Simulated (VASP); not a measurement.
Set up this calculation in VASP 6.6.1, as the native input.

```
Task                   : electric field gradients
Functional             : PBE
Potentials or basis    : VASP PAW PBE potentials, release 64 (Ga_d)
Cutoff                 : 520 eV
k mesh                 : 14 × 14 × 16
Occupations            : fermi-dirac, width 0.05 eV
Spin                   : no spin polarisation
Dipole correction      : no
Further INCAR settings : ALGO = Normal; EDIFF = 1e-08; NBANDS = 12; ISYM = 0
```

The structure of Ga lies in POSCAR:

```
Ga
1.0
   -1.3618800000      1.3618800000      2.2290000000
    1.3618800000     -1.3618800000      2.2290000000
    1.3618800000      1.3618800000     -2.2290000000
Ga
1
Direct
    0.0000000000      0.0000000000      0.0000000000
```

This cell differs from its parent crystal: equal xx and yy strain of -3 %.

These files were run (other wordings do the same):

INCAR

```
PREC = Accurate
ENCUT = 520
EDIFF = 1E-8
ISMEAR = -1
SIGMA = 0.05
LREAL = F
LASPH = T
NELM = 100
ALGO = Normal
ISIF = 2
LWAVE = F
LCHARG = F
GGA = PE
LEFG = T
ISYM = 0
NBANDS = 12
```

KPOINTS

```
regular mesh
0
Gamma
  14 14 16
```

Potentials or basis: VASP PAW PBE potentials, release 64 (Ga_d).

The run is started by

```bash
$ cat potpaw_PBE.64/Ga_d/POTCAR > POTCAR
$ mpirun -np 1 vasp_std > vasp.out
```

Results of the run:

```yaml
Pressure: 9.2 GPa
Band_gap_on_the_k_mesh: zero (an odd number of electrons rules out a gap without spin polarisation)
Largest_electric_field_gradient_by_atom: Ga +26.8 V/Å²
```

Caveat: the cell differs from its parent crystal (equal xx and yy strain of -3 %); the cell stands under pressure; without QUAD_EFG the Cq values of the log hold for a quadrupole moment of 1 mb, not for the nuclei.

It took 2.5 min on 1 thread of Intel(R) Xeon(R) Platinum 8488C (Sapphire Rapids), with other jobs on the host, peak memory 0.4 GiB.
